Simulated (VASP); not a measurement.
Wanted: the native input for a VASP 6.6.1 run.

| Quantity | Value |
| --- | --- |
| Task | single point |
| Functional | PBE |
| Potentials or basis | VASP PAW PBE potentials, release 64 (Cu, H) |
| Cutoff | 520 eV |
| k mesh | 6 × 6 × 4 |
| Occupations | gaussian, width 0.1 eV |
| Spin | no spin polarisation |
| Dipole correction | no |
| Further INCAR settings | ALGO = Normal; EDIFF = 1e-06; NBANDS = 20 |

The structure of Cu2H3 lies in POSCAR:

```
Cu2H3
1.0
    3.7100230761      0.0000000000      0.0000000000
    0.0000000000      3.7100230761      0.0000000000
    0.0000000000      0.0000000000      3.1581215164
Cu H
2 3
Direct
    0.5000000000      0.0000000000      0.0000000000
    0.0000000000      0.5000000000      0.0000000000
    0.5000000000      0.0000000000      0.5000000000
    0.0000000000      0.5000000000      0.5000000000
    0.0000000000      0.0000000000      0.0000000000
```

One way to write it, as run:

INCAR

```
SYSTEM = Cu2H3
  PREC = Accurate
  ENCUT = 520
  EDIFF = 1E-6
  ISMEAR = 0
  SIGMA = 0.1
  LREAL = .False.
  LASPH = .True.
  NELM = 100
  ALGO = Normal
  ISIF = 2
  LWAVE = .False.
  LCHARG = .False.
  GGA = PE
  NBANDS = 20
```

KPOINTS

```
regular mesh
0
Gamma
  6 6 4
  0 0 0
```

Potentials or basis: VASP PAW PBE potentials, release 64 (Cu, H).

Command:

```sh
$ cat potpaw_PBE.64/Cu/POTCAR potpaw_PBE.64/H/POTCAR > POTCAR
$ mpirun -np 1 vasp_std > vasp.out
```

It gave:

| Quantity | Value |
| --- | --- |
| Pressure | 0.3 GPa |

Caveat: the k points lie up to 0.50 Å⁻¹ apart.

Run time: 32 s on 1 thread of AMD EPYC 7R43 64-Core Processor (Zen 3), on a shared host, peak memory 0.12 GiB.
